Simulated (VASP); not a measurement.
# Si (a cell with a defect) in VASP: single point with PBE

Aim: the single point of Si (a cell with a defect) with PBE.

All numbers are computed with VASP 6.6.1; they aren't measurements. Logs are shortened: lines on timing, memory, paths and dates and some standing lists are left out, and cuts for length are marked.

## Step 1: The cell of the first run

The cell holds a defect, 63 atoms: a = 10.860 Å, b = 10.860 Å, c = 10.860 Å, α = 90.00°, β = 90.00°, γ = 90.00°.

## Step 2: Single point, PBE

INCAR

```
SYSTEM = Si
ALGO     = Normal         ! electronic algorithm
EDIFF    = 1E-6           ! SCF threshold, eV
ENCUT    = 520            ! plane-wave cutoff, eV
GGA      = PE             ! functional
ISIF     = 2              ! what is computed and relaxed
ISMEAR   = 0              ! smearing method
LASPH    = .True.         ! aspherical terms in the spheres
LCHARG   = .True.         ! write CHGCAR
LELF     = .True.         ! ELF
LREAL    = Auto         
LVHAR    = .True.       
LWAVE    = .False.        ! write WAVECAR
NBANDS   = 163            ! bands
NELECT   = 254.0        
NELM     = 60             ! most SCF steps
PREC     = Accurate       ! precision mode
SIGMA    = 0.05           ! smearing width, eV
```

KPOINTS

```
k-points
0
Gamma
  1 1 1
  0 0 0
```

POSCAR

```
Si
1.0
   10.8600000000      0.0000000000      0.0000000000
    0.0000000000     10.8600000000      0.0000000000
    0.0000000000      0.0000000000     10.8600000000
Si
63
Direct
    0.4996581185      0.0003194977      0.0003418815
    0.6221432823      0.1278567177      0.1252418997
    0.7496805023      0.2503418815      0.0003418815
    0.8750000000      0.3750000000      0.1250000000
    0.7490523353      0.0009476647      0.2490759073
    0.8745080630      0.1253433302      0.3746566698
    0.0009476647      0.0009476647      0.0009240927
    0.1278567177      0.1278567177      0.1247581003
    0.2592146617      0.2592146617      0.0092146617
    0.4907853383      0.4907853383      0.0092146617
    0.6221432823      0.6221432823      0.1247581003
    0.7490523353      0.7490523353      0.0009240927
    0.8750000000      0.8750000000      0.1250000000
    0.2503418815      0.0003194977      0.2496581185
    0.3752418997      0.1278567177      0.3721432823
    0.4907853383      0.2592146617      0.2407853383
    0.6221432823      0.3747581003      0.3721432823
    0.7496805023      0.4996581185      0.2496581185
    0.8754919370      0.6246566698      0.3746566698
    0.4990759073      0.0009476647      0.4990523353
    0.6246566698      0.1253433302      0.6245080630
    0.7490523353      0.2509240927      0.4990523353
    0.8750000000      0.3750000000      0.6250000000
    0.7501941195     -0.0001941195      0.7498058805
    0.8754919370      0.1253433302      0.8753433302
    0.0003194977      0.4996581185      0.0003418815
    0.1278567177      0.6221432823      0.1252418997
    0.2503418815      0.7496805023      0.0003418815
    0.3750000000      0.8750000000      0.1250000000
    0.0003194977      0.2503418815      0.2496581185
    0.1278567177      0.3752418997      0.3721432823
    0.2592146617      0.4907853383      0.2407853383
    0.3747581003      0.6221432823      0.3721432823
    0.4996581185      0.7496805023      0.2496581185
    0.6246566698      0.8754919370      0.3746566698
   -0.0001941195     -0.0001941195      0.5001941195
    0.1253433302      0.1253433302      0.6254919370
    0.2503418815      0.2503418815      0.4996805023
    0.3750000000      0.3750000000      0.6250000000
    0.4996581185      0.4996581185      0.4996805023
    0.6246566698      0.6246566698      0.6254919370
    0.7501941195      0.7501941195      0.5001941195
    0.8750000000      0.8750000000      0.6250000000
    0.2509240927      0.0009476647      0.7509476647
    0.3747581003      0.1278567177      0.8778567177
    0.4996581185      0.2503418815      0.7503194977
    0.6221432823      0.3752418997      0.8778567177
    0.7490523353      0.4990759073      0.7509476647
    0.8745080630      0.6246566698      0.8753433302
    0.0009476647      0.7490523353      0.2490759073
    0.1253433302      0.8745080630      0.3746566698
    0.0009476647      0.4990759073      0.4990523353
    0.1253433302      0.6246566698      0.6245080630
    0.2509240927      0.7490523353      0.4990523353
    0.3750000000      0.8750000000      0.6250000000
    0.0009476647      0.2509240927      0.7509476647
    0.1278567177      0.3747581003      0.8778567177
    0.2503418815      0.4996581185      0.7503194977
    0.3752418997      0.6221432823      0.8778567177
    0.4990759073      0.7490523353      0.7509476647
    0.6246566698      0.8745080630      0.8753433302
   -0.0001941195      0.7501941195      0.7498058805
    0.1253433302      0.8754919370      0.8753433302
```

Potentials or basis: VASP PAW PBE potentials, release 64 (Si).

Command:

```
$ cat potpaw_PBE.64/Si/POTCAR > POTCAR
$ mpirun -np 1 vasp_gam > vasp.out
```

OUTCAR:

```text
SYSTEM = Si
   EDIFF = 1E-6
   ENCUT = 520
   GGA = PE
   ISIF = 2
   ISMEAR = 0
   LASPH = .True.
   LREAL = Auto
   NELECT = 254.0
   NELM = 60
   PREC = Accurate

 ion  position               nearest neighbor table
   1  0.500  0.000  0.000-  29 2.35   2 2.35  45 2.35  61 2.36
   2  0.622  0.128  0.125-   1 2.35   3 2.35   5 2.37  16 2.38
   3  0.750  0.250  0.000-   4 2.35   2 2.35  47 2.35  25 2.36
   4  0.875  0.375  0.125-   3 2.35  18 2.35  26 2.35  30 2.35
   5  0.749  0.001  0.249-   6 2.35  35 2.35  13 2.36   2 2.37
   6  0.875  0.125  0.375-   5 2.35  22 2.35  30 2.36  36 2.36
   7  0.001  0.001  0.001-  25 2.35  63 2.35  13 2.36   8 2.37
   8  0.128  0.128  0.125-  14 2.35  30 2.35   7 2.37   9 2.38
   9  0.259  0.259  0.009-   8 2.38  45 2.38  57 2.38
  10  0.491  0.491  0.009-  11 2.38  47 2.38  59 2.38
  11  0.622  0.622  0.125-  18 2.35  34 2.35  12 2.37  10 2.38
  12  0.749  0.749  0.001-  49 2.35  61 2.35  13 2.36  11 2.37
  13  0.875  0.875  0.125-   5 2.36   7 2.36  12 2.36  50 2.36
  14  0.250  0.000  0.250-  29 2.35  15 2.35   8 2.35  51 2.36
  15  0.375  0.128  0.372-  14 2.35  38 2.35  20 2.37  16 2.38
  16  0.491  0.259  0.241-   2 2.38  15 2.38  17 2.38
  17  0.622  0.375  0.372-  18 2.35  40 2.35  22 2.37  16 2.38
[... 44 lines left out ...]
  62  1.000  0.750  0.750-  43 2.35  49 2.36  53 2.36  63 2.36
  63  0.125  0.875  0.875-   7 2.35  44 2.35  28 2.36  62 2.36

  LATTYP: Found a simple cubic cell.
 ALAT       =    10.8600000000

  Lattice vectors:

 A1 = (  10.8600000000,   0.0000000000,   0.0000000000)
 A2 = (   0.0000000000,  10.8600000000,   0.0000000000)
 A3 = (   0.0000000000,   0.0000000000,  10.8600000000)

Analysis of symmetry for initial positions (statically):
=====================================================================
 Subroutine PRICEL returns:
 Original cell was already a primitive cell.

 Routine SETGRP: Setting up the symmetry group for a
 simple cubic supercell.

 Subroutine GETGRP returns: Found 24 space group operations
 (whereof  2 operations were pure point group operations)
 out of a pool of 48 trial point group operations.

The static configuration has the point symmetry C_1h.
 The point group associated with its full space group is T_d .

Analysis of symmetry for dynamics (positions and initial velocities):
=====================================================================
 Subroutine PRICEL returns:
 Original cell was already a primitive cell.

[... 210 lines left out ...]
   IBRION =     -1    ionic relax: 0-MD 1-quasi-New 2-CG
   NFREE  =      0    steps in history (QN), initial steepest desc. (CG)
   ISIF   =      2    stress and relaxation
   ISYM   =      2    0-nonsym 1-usesym 2-fastsym
   POTIM  = 0.5000    time-step for ionic-motion
   TEBEG  =    0.0;   TEEND  =   0.0 temperature during run
   PSTRESS=    0.0 pullay stress
   NELECT =     254.0000    total number of electrons
   NUPDOWN=      -1.0000    fix difference up-down
   EMIN   =  10.00;   EMAX   =-10.00  energy-range for DOS
   EFERMI =   0.00;   METHOD = LEGACY
   ISMEAR =     0;   SIGMA  =   0.05  broadening in eV -4-tet -1-fermi 0-gaus
   EFERMI_NEDOS =   21; number of points for ismear=-14 and -15
   IALGO  =     38    algorithm
   IMIX   =      4    mixing-type and parameters
     AMIX     =   0.40;   BMIX     =  1.00
     AMIX_MAG =   1.60;   BMIX_MAG =  1.00
  volume/ion in A,a.u.               =      20.33       137.20
  Fermi-wavevector in a.u.,A,eV,Ry     =   0.954677  1.804077 12.400449  0.911407
  Thomas-Fermi vector in A             =   2.083445
   LORBIT       =      0    0 simple, 1 ext, 2 COOP (PROOUT), +10 PAW based schemes
   GGA     = PE    functional components
   LHFCALC =     F    Hartree Fock is set to
   AEXX    =    0.0000 exact exchange contribution
   IVDW    =     0    specifies the selected vdW correction
   LEPSILON=     F    determine dielectric tensor
   LRPA    =     F    only Hartree local field effects (RPA)
 non-spin polarized calculation
 Gauss-broadening in eV      SIGMA  =   0.05
  energy-cutoff  :      520.00
  volume of cell :     1280.82
 maximum number of plane-waves:     17229
 NGX is ok and might be reduce to    84
   NGX = 41   NGY = 41   NGZ = 41

 number of electron     253.9999986 magnetization

 Free energy of the ion-electron system (eV)
  ---------------------------------------------------
  ext. energy  EPLUGINS =         0.00000000
  ---------------------------------------------------
  free energy    TOTEN  =      -319.32102247 eV

  energy without entropy =     -319.23817898  energy(sigma->0) =     -319.27960072

 E-fermi :   6.3205     XC(G=0):  -9.3770

 val. band max:        6.3061259524   @ k =   0.0000   0.0000   0.0000
 cond. band min:       6.3986110067   @ k =   0.0000   0.0000   0.0000
 fundamental gap:      0.0924850542
 Fermi energy:         6.3204800993

 k-point     1 :       0.0000    0.0000    0.0000
  band No.  band energies     occupation
      1      -6.2254      2.00000
      2      -5.1829      2.00000
      3      -5.1829      2.00000
      4      -5.1516      2.00000
      5      -5.1516      2.00000
      6      -5.1516      2.00000
[... 131 lines left out ...]
    138       6.9134      0.00000
    139       6.9134      0.00000
 [bands above 139 left out]

------------------------ aborting loop because EDIFF is reached ----------------------------------------

  FORCE on cell =-STRESS in cart. coord.  units (eV):
  Direction    XX          YY          ZZ          XY          YZ          ZX
  --------------------------------------------------------------------------------------
  -------------------------------------------------------------------------------------
  Total       32.1919730     32.1919730     32.1919730     -0.0000000      0.0000000     -0.0000000
  in kB       40.2688012     40.2688012     40.2688012     -0.0000000      0.0000000     -0.0000000
  external PRESSURE =      40.2688012 kB  Pullay stress =       0.0000000 kB

 VOLUME and BASIS-vectors are now :
 -----------------------------------------------------------------------------
  energy-cutoff  :      520.00
  volume of cell :     1280.82
      direct lattice vectors                 reciprocal lattice vectors
    10.860000000  0.000000000  0.000000000     0.092081031  0.000000000  0.000000000
     0.000000000 10.860000000  0.000000000     0.000000000  0.092081031  0.000000000
     0.000000000  0.000000000 10.860000000     0.000000000  0.000000000  0.092081031

 POSITION                                       TOTAL-FORCE (eV/Angst)
 -----------------------------------------------------------------------------------
      5.42629      0.00347      0.00371        -0.018417      0.013647      0.018417
      6.75648      1.38852      1.36013        -0.023147      0.023147     -0.027844
      8.14153      2.71871      0.00371        -0.013647      0.018417      0.018417
      9.50250      4.07250      1.35750         0.000000     -0.000000      0.000000
      8.13471      0.01029      2.70496         0.008618     -0.008618      0.000527
      9.49716      1.36123      4.06877         0.009942      0.002675     -0.002675
[... 55 lines left out ...]
     10.85789      8.14711      8.14289        -0.007562      0.007562     -0.007562
      1.36123      9.50784      9.50623         0.002675     -0.009942      0.002675
 -----------------------------------------------------------------------------------
    total drift:                                0.000000      0.000000      0.000000

  FREE ENERGIE OF THE ION-ELECTRON SYSTEM (eV)
  ---------------------------------------------------
  free  energy   TOTEN  =      -319.3210224694 eV

  energy  without entropy=     -319.2381789774  energy(sigma->0) =     -319.27960072
```

Run time: 4.3 min. Hardware: 1 thread of Intel Xeon Platinum 8488C (Sapphire Rapids), shared host; peak memory 1 GiB.

Results:

| Quantity | Value |
| --- | --- |
| Free energy | -319.3210 eV |
| Largest force | 0.043 eV/Å |

Forces in eV/Å, atoms in the order of the input:
```
Si  -0.018  0.014  0.018
Si  -0.023  0.023 -0.028
Si  -0.014  0.018  0.018
Si   0.000  0.000  0.000
Si   0.009 -0.009  0.001
Si   0.010  0.003 -0.003
Si  -0.009 -0.009 -0.001
Si   0.023  0.023  0.028
Si  -0.020 -0.020 -0.020
Si   0.020  0.020 -0.020
Si  -0.023 -0.023  0.028
Si   0.009  0.009 -0.001
Si   0.000  0.000  0.000
Si   0.018  0.014 -0.018
Si  -0.028  0.023 -0.023
Si   0.020 -0.020  0.020
Si  -0.023  0.028 -0.023
Si  -0.014 -0.018 -0.018
Si  -0.010 -0.003 -0.003
Si   0.001 -0.009  0.009
Si  -0.003  0.003  0.010
Si   0.009 -0.001  0.009
Si   0.000  0.000  0.000
Si   0.008 -0.008 -0.008
Si  -0.010  0.003  0.003
Si   0.014 -0.018  0.018
Si   0.023 -0.023 -0.028
Si   0.018 -0.014  0.018
Si   0.000  0.000  0.000
Si   0.014  0.018 -0.018
Si   0.023 -0.028 -0.023
Si  -0.020  0.020  0.020
Si   0.028 -0.023 -0.023
Si  -0.018 -0.014 -0.018
Si  -0.003 -0.010 -0.003
Si  -0.008 -0.008  0.008
Si   0.003  0.003 -0.010
Si   0.018  0.018 -0.014
Si   0.000  0.000  0.000
Si  -0.018 -0.018 -0.014
Si  -0.003 -0.003 -0.010
Si   0.008  0.008  0.008
Si   0.000  0.000  0.000
Si  -0.001 -0.009 -0.009
Si   0.028  0.023  0.023
Si  -0.018  0.018  0.014
Si  -0.023 -0.028  0.023
Si   0.009  0.001 -0.009
Si   0.010 -0.003  0.003
Si  -0.009  0.009  0.001
Si   0.003  0.010 -0.003
Si  -0.009  0.001  0.009
Si   0.003 -0.003  0.010
Si  -0.001  0.009  0.009
Si   0.000  0.000  0.000
Si  -0.009 -0.001 -0.009
Si   0.023  0.028  0.023
Si   0.018 -0.018  0.014
Si  -0.028 -0.023  0.023
Si   0.001  0.009 -0.009
Si  -0.003  0.010  0.003
Si  -0.008  0.008 -0.008
Si   0.003 -0.010  0.003
```

Caveat: the k points lie up to 0.58 Å⁻¹ apart; the cell carries a net charge on a neutralising background, which shifts energy and pressure; the cell is charged against a uniform background, so pressure and absolute levels hang on convention.
